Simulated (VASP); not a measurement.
# C (Pm-3m) in VASP: a series of runs

C is run at these levels: PBE; tasks: single point.

Program: VASP 6.6.1. These are calculated values, not measurements. Logs are shortened: lines on timing, memory, paths and dates and some standing lists are left out, and cuts for length are marked.

## Step 1: The cell of the first run

Symmetry: Pm-3m, No. 221, cubic system. The conventional cell has a = 1.753 Å, b = 1.753 Å, c = 1.753 Å, α = 90.00°, β = 90.00°, γ = 90.00°. C (site symmetry m-3m) has 6 C at 1.75 Å within 2.3 Å.

## Step 2: Single point, PBE

Contents of INCAR:

```
PREC = Accurate
ENCUT = 520
EDIFF = 1E-6
ISMEAR = -1
SIGMA = 0.06122561905347299
LREAL = F
LASPH = T
NELM = 80
ALGO = Normal
ISIF = 2
LWAVE = F
LCHARG = F
GGA = PE
NBANDS = 8
```

Contents of KPOINTS:

```
regular mesh
0
Gamma
  21 21 21
```

Contents of POSCAR:

```
C
1.0
    1.7525549836      0.0000000000      0.0000000000
    0.0000000000      1.7525549836      0.0000000000
    0.0000000000      0.0000000000      1.7525549836
C
1
Direct
    0.0000000000      0.0000000000      0.0000000000
```

Potentials or basis: VASP PAW PBE potentials, release 64 (C).

The run is started by

```sh
$ cat potpaw_PBE.64/C/POTCAR > POTCAR
$ mpirun -np 1 vasp_std > vasp.out
```

OUTCAR:

```text
PREC = Accurate
   ENCUT = 520
   EDIFF = 1E-6
   ISMEAR = -1
   LREAL = F
   LASPH = T
   NELM = 80
   ISIF = 2
   GGA = PE

 ion  position               nearest neighbor table
   1  0.000  0.000  0.000-

  LATTYP: Found a simple cubic cell.
 ALAT       =     1.7525549836

  Lattice vectors:

 A1 = (   1.7525549836,   0.0000000000,   0.0000000000)
 A2 = (   0.0000000000,   1.7525549836,   0.0000000000)
 A3 = (   0.0000000000,   0.0000000000,   1.7525549836)

Analysis of symmetry for initial positions (statically):
=====================================================================
 Subroutine PRICEL returns:
 Original cell was already a primitive cell.

 Routine SETGRP: Setting up the symmetry group for a
 simple cubic supercell.

 Subroutine GETGRP returns: Found 48 space group operations
[... 9 lines left out ...]

 Routine SETGRP: Setting up the symmetry group for a
 simple cubic supercell.

 Subroutine GETGRP returns: Found 48 space group operations
[... 11 lines left out ...]
                                     Primitive cell

  volume of cell :       5.3829

  direct lattice vectors                    reciprocal lattice vectors
     1.752554984  0.000000000  0.000000000     0.570595507  0.000000000  0.000000000
     0.000000000  1.752554984  0.000000000     0.000000000  0.570595507  0.000000000
     0.000000000  0.000000000  1.752554984     0.000000000  0.000000000  0.570595507

  length of vectors
     1.752554984  1.752554984  1.752554984     0.570595507  0.570595507  0.570595507

  position of ions in fractional coordinates (direct lattice)
     0.000000000  0.000000000  0.000000000

  ion indices of the primitive-cell ions
   primitive index   ion index
                 1           1

----------------------------------------------------------------------------------------

 KPOINTS: regular mesh

Automatic generation of k-mesh.
 Grid dimensions read from file:
 generate k-points for:   21   21   21

 Generating k-lattice:

  Cartesian coordinates                     Fractional coordinates (reciprocal lattice)
     0.027171215  0.000000000  0.000000000     0.047619048  0.000000000  0.000000000
     0.000000000  0.027171215  0.000000000     0.000000000  0.047619048  0.000000000
     0.000000000  0.000000000  0.027171215     0.000000000  0.000000000  0.047619048

  Length of vectors
     0.027171215  0.027171215  0.027171215

[... 43 lines left out ...]
 SYSTEM =  unknown system
   PREC   = accura    normal or accurate (medium, high low for compatibility)
   ISTART =      0    job   : 0-new  1-cont  2-samecut
   ICHARG =      2    charge: 1-file 2-atom 10-const
   ISPIN  =      1    spin polarized calculation?
   LNONCOLLINEAR =      F non collinear calculations
   LSORBIT =      F    spin-orbit coupling
   LASPH  =      T    aspherical Exc in radial PAW
   ENCUT  =  520.0 eV  38.22 Ry    6.18 a.u.   3.26  3.26  3.26*2*pi/ulx,y,z
   NELM   =     80;   NELMIN=  2; NELMDL= -5     # of ELM steps
   EDIFF  = 0.1E-05   stopping-criterion for ELM
   LREAL  =      F    real-space projection
[... 7 lines left out ...]
   TEBEG  =    0.0;   TEEND  =   0.0 temperature during run
   PSTRESS=    0.0 pullay stress
   NELECT =       4.0000    total number of electrons
   NUPDOWN=      -1.0000    fix difference up-down
   EMIN   =  10.00;   EMAX   =-10.00  energy-range for DOS
   EFERMI =   0.00;   METHOD = LEGACY
   ISMEAR =    -1;   SIGMA  =   0.06  broadening in eV -4-tet -1-fermi 0-gaus
   EFERMI_NEDOS =   21; number of points for ismear=-14 and -15
   IALGO  =     38    algorithm
   IMIX   =      4    mixing-type and parameters
     AMIX     =   0.40;   BMIX     =  1.00
     AMIX_MAG =   1.60;   BMIX_MAG =  1.00
  volume/ion in A,a.u.               =       5.38        36.33
  Fermi-wavevector in a.u.,A,eV,Ry     =   1.482825  2.802133 29.916074  2.198769
  Thomas-Fermi vector in A             =   2.596563
   LORBIT       =      0    0 simple, 1 ext, 2 COOP (PROOUT), +10 PAW based schemes
   GGA     = PE    functional components
   LHFCALC =     F    Hartree Fock is set to
   AEXX    =    0.0000 exact exchange contribution
   IVDW    =     0    specifies the selected vdW correction
   LEPSILON=     F    determine dielectric tensor
   LRPA    =     F    only Hartree local field effects (RPA)
 non-spin polarized calculation
  energy-cutoff  :      520.00
  volume of cell :        5.38
 maximum number of plane-waves:       155
 NGX is ok and might be reduce to    14
   NGX =  7   NGY =  7   NGZ =  7

 number of electron       4.0000001 magnetization

 Free energy of the ion-electron system (eV)
  ---------------------------------------------------
  ext. energy  EPLUGINS =         0.00000000
  ---------------------------------------------------
  free energy    TOTEN  =        -6.45272860 eV

  energy without entropy =       -6.44801220  energy(sigma->0) =       -6.45037040

 E-fermi :  11.5900     XC(G=0): -14.0060

 val. band max:       11.5889447167   @ k =   0.4286   0.3810   0.0476
 cond. band min:      11.6148356956   @ k =   0.4286   0.3810   0.3333
 fundamental gap:      0.0258909789
 Fermi energy:        11.5899800032

 k-point     1 :       0.0000    0.0000    0.0000
  band No.  band energies     occupation
      1     -11.2347      2.00000
      2      21.0505      0.00000
      3      21.0505      0.00000
      4      21.0505      0.00000
      5      37.2912      0.00000
      6      37.2912      0.00000
      7      43.4310      0.00000
      8      68.6948      0.00000
[... 243 lines left out ...]
 k-point    24 :       0.1905    0.0952    0.0000
  band No.  band energies     occupation
      1      -9.4205      2.00000
      2      13.8357      0.00000
      3      19.9410      0.00000
      4      22.2243      0.00000
      5      40.7323      0.00000
      6      42.3706      0.00000
      7      46.4730      0.00000
      8      59.7502      0.00000

 [... further k-points ...]

------------------------ aborting loop because EDIFF is reached ----------------------------------------

  FORCE on cell =-STRESS in cart. coord.  units (eV):
  Direction    XX          YY          ZZ          XY          YZ          ZX
  --------------------------------------------------------------------------------------
  -------------------------------------------------------------------------------------
  Total        0.4037700      0.4037700      0.4037700     -0.0000000     -0.0000000      0.0000000
  in kB      120.1792863    120.1792863    120.1792863     -0.0000000     -0.0000000      0.0000000
  external PRESSURE =     120.1792863 kB  Pullay stress =       0.0000000 kB

 VOLUME and BASIS-vectors are now :
 -----------------------------------------------------------------------------
  energy-cutoff  :      520.00
  volume of cell :        5.38
      direct lattice vectors                 reciprocal lattice vectors
     1.752554984  0.000000000  0.000000000     0.570595507  0.000000000  0.000000000
     0.000000000  1.752554984  0.000000000     0.000000000  0.570595507  0.000000000
     0.000000000  0.000000000  1.752554984     0.000000000  0.000000000  0.570595507

 POSITION                                       TOTAL-FORCE (eV/Angst)
 -----------------------------------------------------------------------------------
      0.00000      0.00000      0.00000         0.000000      0.000000      0.000000
 -----------------------------------------------------------------------------------
    total drift:                                0.000000     -0.000000     -0.000000

  FREE ENERGIE OF THE ION-ELECTRON SYSTEM (eV)
  ---------------------------------------------------
  free  energy   TOTEN  =        -6.4527286012 eV

  energy  without entropy=       -6.4480121954  energy(sigma->0) =       -6.45037040
```

Wall time 14 s (1 thread of AMD EPYC 7R13, shared host); peak memory 0.08 GiB.

Results:

- Free energy: -6.4527 eV
- Pressure: 12.0 GPa
- Band gap on the k mesh: zero (band 2 reaches 21.05 eV, above the bottom of band 3 at 9.16 eV)

(Continued in part 2 of 2.)
